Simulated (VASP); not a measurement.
Set up this calculation in VASP 6.6.1, as the native input.

| Property | Result |
| --- | --- |
| Task | single point |
| Functional | PBE |
| Potentials or basis | VASP PAW PBE potentials, release 64 (Ta_pv, Si) |
| Cutoff | 520 eV |
| k mesh | 5 × 5 × 3 |
| Occupations | fermi-dirac, width 0.05 eV |
| Spin | no spin polarisation |
| Dipole correction | no |
| Further INCAR settings | ALGO = Normal; EDIFF = 1e-07; NBANDS = 38 |

The structure of TaSi2 lies in POSCAR:

```
TaSi2
1.0
    4.8142400812      0.0000000000      0.0000000000
   -2.4071200406      4.1692542103      0.0000000000
    0.0000000000      0.0000000000      6.5778757662
Ta Si
3 6
Direct
    0.0000000000      0.5000000000      0.1666666667
    0.5000000000      0.5000000000      0.8333333333
    0.5000000000      0.0000000000      0.5000000000
    0.3172897266      0.1586448633      0.1666666667
    0.1586448633      0.8413551367      0.8333333333
    0.8413551367      0.6827102734      0.5000000000
    0.6827102734      0.8413551367      0.1666666667
    0.8413551367      0.1586448633      0.8333333333
    0.1586448633      0.3172897266      0.5000000000
```

These files were run (other wordings do the same):

INCAR

```
PREC = Accurate
ENCUT = 520
EDIFF = 1E-7
ISMEAR = -1
SIGMA = 0.05
LREAL = False
LASPH = True
NELM = 100
ALGO = Normal
ISIF = 2
LWAVE = False
LCHARG = True
GGA = PE
LELF = True
LVHAR = True
NBANDS = 38
```

KPOINTS

```
Automatic mesh
0
Gamma
  5 5 3
```

Potentials or basis: VASP PAW PBE potentials, release 64 (Ta_pv, Si).

The run is started by

```bash
$ cat potpaw_PBE.64/Ta_pv/POTCAR potpaw_PBE.64/Si/POTCAR > POTCAR
$ mpirun -np 1 vasp_std > vasp.out
```

It gave:

```json
{"Pressure": "0.1 GPa"}
```

It took 58 s on 1 thread of Intel(R) Xeon(R) Platinum 8259CL CPU @ 2.50GHz (Skylake/Cascade Lake) (shared host), peak memory 0.25 GiB.
